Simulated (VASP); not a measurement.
# AlN in VASP: a series of runs

Runs on AlN. Level: PBE. Tasks: single point.

Everything below comes from runs of VASP 6.6.1. Logs are shortened: lines on timing, memory, paths and dates and some standing lists are left out, and cuts for length are marked.

**1. The cell of the first run**

The typed cell holds 4 atoms: a = 3.808 Å, b = 3.808 Å, c = 4.524 Å, α = 90.00°, β = 90.00°, γ = 90.00°.

**2. Single point, PBE**

The input, INCAR:

```
PREC = Accurate
ENCUT = 520
EDIFF = 1E-6
ISMEAR = 0
SIGMA = 0.1
LREAL = False
LASPH = True
NELM = 100
ALGO = Normal
ISIF = 2
LWAVE = False
LCHARG = False
GGA = PE
NBANDS = 16
```

The input, KPOINTS:

```
Automatic mesh
0
Gamma
  6 6 4
```

The input, POSCAR:

```
AlN
1.0
    3.8076667170      0.0000000000      0.0000000000
    0.0000000000      3.8076667170      0.0000000000
    0.0000000000      0.0000000000      4.5240706379
Al N
2 2
Direct
    0.0000000000      0.5000000000     -0.0000199719
    0.5000000000      0.0000000000      1.0000199719
    0.0000000000      0.0000000000      0.0000000000
    0.5000000000      0.5000000000      0.0000000000
```

Potentials or basis: VASP PAW PBE potentials, release 64 (Al, N).

The run is started by

```
> cat potpaw_PBE.64/Al/POTCAR potpaw_PBE.64/N/POTCAR > POTCAR
> mpirun -np 1 vasp_std > vasp.out
```

OUTCAR:

```text
PREC = Accurate
   ENCUT = 520
   EDIFF = 1E-6
   ISMEAR = 0
   LREAL = False
   LASPH = True
   NELM = 100
   ISIF = 2
   GGA = PE

 ion  position               nearest neighbor table
   1  0.000  0.500  1.000-   3 1.90   4 1.90   3 1.90   4 1.90   2 2.69   2 2.69   2 2.69   2 2.69

   2  0.500  0.000  0.000-   3 1.90   4 1.90   4 1.90   3 1.90   1 2.69   1 2.69   1 2.69   1 2.69

   3  0.000  0.000  0.000-   1 1.90   2 1.90   1 1.90   2 1.90
   4  0.500  0.500  0.000-   1 1.90   2 1.90   2 1.90   1 1.90

  LATTYP: Found a simple tetragonal cell.
 ALAT       =     3.8076667170
 C/A-ratio  =     1.1881477488

  Lattice vectors:

 A1 = (   3.8076667170,   0.0000000000,   0.0000000000)
 A2 = (   0.0000000000,   3.8076667170,   0.0000000000)
 A3 = (   0.0000000000,   0.0000000000,   4.5240706379)

Analysis of symmetry for initial positions (statically):
=====================================================================
 Subroutine PRICEL returns:
 Original cell was already a primitive cell.

 Routine SETGRP: Setting up the symmetry group for a
 simple tetragonal supercell.

 Subroutine GETGRP returns: Found 16 space group operations
 (whereof  8 operations were pure point group operations)
 out of a pool of 16 trial point group operations.

The static configuration has the point symmetry D_2d.
 The point group associated with its full space group is D_4h.

Analysis of symmetry for dynamics (positions and initial velocities):
=====================================================================
 Subroutine PRICEL returns:
 Original cell was already a primitive cell.

 Routine SETGRP: Setting up the symmetry group for a
 simple tetragonal supercell.

 Subroutine GETGRP returns: Found 16 space group operations
 (whereof  8 operations were pure point group operations)
 out of a pool of 16 trial point group operations.

The dynamic configuration has the point symmetry D_2d.
 The point group associated with its full space group is D_4h.

 Subroutine INISYM returns: Found 16 space group operations
 (whereof  8 operations are pure point group operations),
 and found     1 'primitive' translations

----------------------------------------------------------------------------------------

                                     Primitive cell

  volume of cell :      65.5915

  direct lattice vectors                    reciprocal lattice vectors
     3.807666717  0.000000000  0.000000000     0.262628028  0.000000000  0.000000000
     0.000000000  3.807666717  0.000000000     0.000000000  0.262628028  0.000000000
     0.000000000  0.000000000  4.524070638     0.000000000  0.000000000  0.221039873

  length of vectors
     3.807666717  3.807666717  4.524070638     0.262628028  0.262628028  0.221039873

  position of ions in fractional coordinates (direct lattice)
     0.000000000  0.500000000  0.999980028
     0.500000000  0.000000000  0.000019972
     0.000000000  0.000000000  0.000000000
     0.500000000  0.500000000  0.000000000

  ion indices of the primitive-cell ions
   primitive index   ion index
                 1           1
                 2           2
                 3           3
                 4           4

----------------------------------------------------------------------------------------

 KPOINTS: Automatic mesh

Automatic generation of k-mesh.
 Grid dimensions read from file:
 generate k-points for:    6    6    4

 Generating k-lattice:

  Cartesian coordinates                     Fractional coordinates (reciprocal lattice)
     0.043771338  0.000000000  0.000000000     0.166666667  0.000000000  0.000000000
     0.000000000  0.043771338  0.000000000     0.000000000  0.166666667  0.000000000
     0.000000000  0.000000000  0.055259968     0.000000000  0.000000000  0.250000000

  Length of vectors
     0.043771338  0.043771338  0.055259968

  Shift w.r.t. Gamma in fractional coordinates (k-lattice)
     0.000000000  0.000000000  0.000000000

 Subroutine IBZKPT returns following result:
 ===========================================

 Found     30 irreducible k-points:

 Following reciprocal coordinates:
            Coordinates               Weight
  0.000000  0.000000  0.000000      1.000000
  0.166667  0.000000  0.000000      4.000000
  0.333333  0.000000  0.000000      4.000000
  0.500000  0.000000  0.000000      2.000000
  0.166667  0.166667  0.000000      4.000000
  0.333333  0.166667  0.000000      8.000000
[... 16 lines left out ...]
  0.333333  0.000000  0.500000      4.000000
  0.500000  0.000000  0.500000      2.000000
 [... further k-points ...]
   k-points           NKPTS =     30   k-points in BZ     NKDIM =     30   number of bands    NBANDS=     16
   number of dos      NEDOS =    301   number of ions     NIONS =      4
   total plane-waves  NPLWV =  28224
   dimension x,y,z NGX =    28 NGY =   28 NGZ =   36
   dimension x,y,z NGXF=    56 NGYF=   56 NGZF=   72
   ions per type =               2   2
   NGX,Y,Z   is equivalent  to a cutoff of  12.23, 12.23, 13.23 a.u.
   NGXF,Y,Z  is equivalent  to a cutoff of  24.45, 24.45, 26.46 a.u.
 SYSTEM =  unknown system
   PREC   = accura    normal or accurate (medium, high low for compatibility)
   ISTART =      0    job   : 0-new  1-cont  2-samecut
   ICHARG =      2    charge: 1-file 2-atom 10-const
   ISPIN  =      1    spin polarized calculation?
   LNONCOLLINEAR =      F non collinear calculations
   LSORBIT =      F    spin-orbit coupling
   LASPH  =      T    aspherical Exc in radial PAW
   ENCUT  =  520.0 eV  38.22 Ry    6.18 a.u.   7.08  7.08  8.41*2*pi/ulx,y,z
   NELM   =    100;   NELMIN=  2; NELMDL= -5     # of ELM steps
   EDIFF  = 0.1E-05   stopping-criterion for ELM
   LREAL  =      F    real-space projection
   EDIFFG = 0.1E-04   stopping-criterion for IOM
   NSW    =      0    number of steps for IOM
   IBRION =     -1    ionic relax: 0-MD 1-quasi-New 2-CG
   NFREE  =      0    steps in history (QN), initial steepest desc. (CG)
   ISIF   =      2    stress and relaxation
   ISYM   =      2    0-nonsym 1-usesym 2-fastsym
   POTIM  = 0.5000    time-step for ionic-motion
   TEBEG  =    0.0;   TEEND  =   0.0 temperature during run
   PSTRESS=    0.0 pullay stress
   NELECT =      16.0000    total number of electrons
   NUPDOWN=      -1.0000    fix difference up-down
   EMIN   =  10.00;   EMAX   =-10.00  energy-range for DOS
   EFERMI =   0.00;   METHOD = LEGACY
   ISMEAR =     0;   SIGMA  =   0.10  broadening in eV -4-tet -1-fermi 0-gaus
   EFERMI_NEDOS =   21; number of points for ismear=-14 and -15
   IALGO  =     38    algorithm
   IMIX   =      4    mixing-type and parameters
     AMIX     =   0.40;   BMIX     =  1.00
     AMIX_MAG =   1.60;   BMIX_MAG =  1.00
  volume/ion in A,a.u.               =      16.40       110.66
  Fermi-wavevector in a.u.,A,eV,Ry     =   1.022898  1.932997 14.236058  1.046321
  Thomas-Fermi vector in A             =   2.156602
   LORBIT       =      0    0 simple, 1 ext, 2 COOP (PROOUT), +10 PAW based schemes
   GGA     = PE    functional components
   LHFCALC =     F    Hartree Fock is set to
   AEXX    =    0.0000 exact exchange contribution
   IVDW    =     0    specifies the selected vdW correction
   LEPSILON=     F    determine dielectric tensor
   LRPA    =     F    only Hartree local field effects (RPA)
 non-spin polarized calculation
 Gauss-broadening in eV      SIGMA  =   0.10
  energy-cutoff  :      520.00
  volume of cell :       65.59
 maximum number of plane-waves:      1790
   NGX = 15   NGY = 15   NGZ = 17

 number of electron      16.0000004 magnetization

 Free energy of the ion-electron system (eV)
  ---------------------------------------------------
  ext. energy  EPLUGINS =         0.00000000
  ---------------------------------------------------
  free energy    TOTEN  =       -26.90266371 eV

  energy without entropy =      -26.90266371  energy(sigma->0) =      -26.90266371

 E-fermi :   3.6079     XC(G=0):  -8.2665

 val. band max:        3.2355749300   @ k =   0.0000   0.0000   0.0000
 cond. band min:       3.9813764145   @ k =   0.0000   0.0000   0.0000
 fundamental gap:      0.7458014844
 Fermi energy:         3.6078588737

 k-point     1 :       0.0000    0.0000    0.0000
  band No.  band energies     occupation
      1     -12.5524      2.00000
      2      -9.0974      2.00000
      3      -2.3896      2.00000
      4      -2.3896      2.00000
      5      -0.4949      2.00000
      6       2.2306      2.00000
[... 8 lines left out ...]
     15      12.4434      0.00000
     16      12.4434      0.00000

 k-point     2 :       0.1667    0.0000    0.0000
  band No.  band energies     occupation
      1     -12.3622      2.00000
      2      -9.3781      2.00000
      3      -2.2773      2.00000
      4      -2.1892      2.00000
      5      -0.2951      2.00000
      6       1.5123      2.00000
[... 8 lines left out ...]
     15      12.7075      0.00000
     16      12.7239      0.00000

 k-point     3 :       0.3333    0.0000    0.0000
  band No.  band energies     occupation
      1     -11.8181      2.00000
      2     -10.1060      2.00000
      3      -1.8286      2.00000
      4      -1.5982      2.00000
      5       0.2422      2.00000
      6       0.2835      2.00000
[... 8 lines left out ...]
     15      13.5633      0.00000
     16      14.3895      0.00000

 k-point     4 :       0.5000    0.0000    0.0000
  band No.  band energies     occupation
      1     -11.0083      2.00000
      2     -11.0083      2.00000
      3      -0.9563      2.00000
      4      -0.9563      2.00000
      5      -0.6557      2.00000
      6      -0.6557      2.00000
[... 8 lines left out ...]
     15      14.9528      0.00000
     16      14.9543      0.00000
[... 324 lines left out ...]
 k-point    22 :       0.1667    0.0000    0.5000
  band No.  band energies     occupation
      1     -12.3254      2.00000
      2      -9.3647      2.00000
      3      -2.2360      2.00000
      4      -2.1583      2.00000
      5      -1.1283      2.00000
      6       1.6072      2.00000
[... 8 lines left out ...]
     15      12.9429      0.00000
     16      15.4458      0.00000

 k-point    23 :       0.3333    0.0000    0.5000
  band No.  band energies     occupation
      1     -11.7847      2.00000
      2     -10.0862      2.00000
      3      -1.7681      2.00000
      4      -1.5696      2.00000
      5      -0.4714      2.00000
      6       0.3461      2.00000
[... 8 lines left out ...]
     15      14.6415      0.00000
     16      14.6649      0.00000

 k-point    24 :       0.5000    0.0000    0.5000
  band No.  band energies     occupation
      1     -10.9808      2.00000
      2     -10.9808      2.00000
      3      -0.8745      2.00000
      4      -0.8745      2.00000
      5      -0.6311      2.00000
      6      -0.6311      2.00000
[... 8 lines left out ...]
     15      14.5161      0.00000
     16      14.5161      0.00000

 [... further k-points ...]
[... 5 lines left out ...]
  --------------------------------------------------------------------------------------
  -------------------------------------------------------------------------------------
  Total       -0.0914007     -0.0914007      0.1010179      0.0000000      0.0000000      0.0000000
  in kB       -2.2326093     -2.2326093      2.4675260      0.0000000      0.0000000      0.0000000
  external PRESSURE =      -0.6658976 kB  Pullay stress =       0.0000000 kB

 VOLUME and BASIS-vectors are now :
 -----------------------------------------------------------------------------
  energy-cutoff  :      520.00
  volume of cell :       65.59
      direct lattice vectors                 reciprocal lattice vectors
     3.807666717  0.000000000  0.000000000     0.262628028  0.000000000  0.000000000
     0.000000000  3.807666717  0.000000000     0.000000000  0.262628028  0.000000000
     0.000000000  0.000000000  4.524070638     0.000000000  0.000000000  0.221039873

 POSITION                                       TOTAL-FORCE (eV/Angst)
 -----------------------------------------------------------------------------------
      0.00000      1.90383      4.52398         0.000000     -0.000000      0.000249
      1.90383      0.00000      0.00009         0.000000      0.000000     -0.000249
      0.00000      0.00000      0.00000         0.000000     -0.000000      0.000000
      1.90383      1.90383      0.00000        -0.000000      0.000000      0.000000
 -----------------------------------------------------------------------------------
    total drift:                                0.000000      0.000000     -0.000000

  FREE ENERGIE OF THE ION-ELECTRON SYSTEM (eV)
  ---------------------------------------------------
  free  energy   TOTEN  =       -26.9026637130 eV

  energy  without entropy=      -26.9026637123  energy(sigma->0) =      -26.90266371
```

It took 53 s on 1 thread of AMD EPYC 7R13 (Zen 3), shared host; peak memory 0.14 GiB.

Results:

| Quantity | Value |
| --- | --- |
| Free energy | -26.9027 eV |
| Pressure | -0.1 GPa |
| Band gap on the k mesh | 0.75 eV |

**3. Single point, PBE**

This run uses another cell than the first one: it holds 2 atoms, not 4.

The input, INCAR:

```
PREC = Accurate
ENCUT = 520
EDIFF = 1E-6
ISMEAR = 0
SIGMA = 0.02
LREAL = F
LASPH = T
NELM = 60
ALGO = Normal
ISIF = 2
LWAVE = F
LCHARG = T
GGA = PE
LELF = T
LVHAR = T
NBANDS = 11
```

The input, KPOINTS:

```
regular mesh
0
Gamma
  10 10 6
```

The input, POSCAR:

```
AlN
1.0
    2.6923435875      0.0000000000      0.0000000000
    0.0000000000      2.6923435875      0.0000000000
    0.0000000000      0.0000000000      4.9808239218
Al N
1 1
Direct
    0.5000000000      0.5000000000      0.0000000000
    0.0000000000      0.0000000000      0.0000000000
```

Potentials or basis: VASP PAW PBE potentials, release 64 (Al, N).

The run is started by

```
> cat potpaw_PBE.64/Al/POTCAR potpaw_PBE.64/N/POTCAR > POTCAR
> mpirun -np 1 vasp_std > vasp.out
```

Run time: 35 s. Hardware: 1 thread of AMD EPYC 7R13 (Zen 3), shared host; peak memory 0.13 GiB.

The run converged. Its results:

```
Free energy            : -13.4543 eV
Pressure               : -0.1 GPa
Band gap on the k mesh : 0.93 eV, indirect (least direct gap 1.88 eV)
```

Stress tensor (GPa, compression positive):
```
-0.13  0.00  0.00
 0.00 -0.13  0.00
 0.00  0.00 -0.02
```

Levels at points of the mesh, in eV from the valence-band top:
| k point | band 2 | band 3 | band 4 | band 5 | band 6 | band 7 |
| --- | --- | --- | --- | --- | --- | --- |
| (0.00, 0.00, 0.00) | -3.88 | -0.95 | -0.95 | 0.93 | 7.70 | 7.79 |
| (0.50, 0.00, 0.00) | -7.35 | -1.63 | -0.52 | 3.81 | 5.53 | 6.69 |
| (0.50, 0.50, 0.00) | -5.57 | -5.57 | 0.00 | 3.17 | 8.09 | 8.88 |
| (0.00, 0.00, 0.50) | -4.36 | -0.95 | -0.95 | 3.39 | 4.21 | 8.65 |
| (0.50, 0.00, 0.50) | -7.31 | -1.82 | -0.52 | 2.64 | 7.63 | 8.71 |
| (0.50, 0.50, 0.50) | -5.55 | -5.55 | -0.07 | 3.44 | 7.04 | 7.88 |
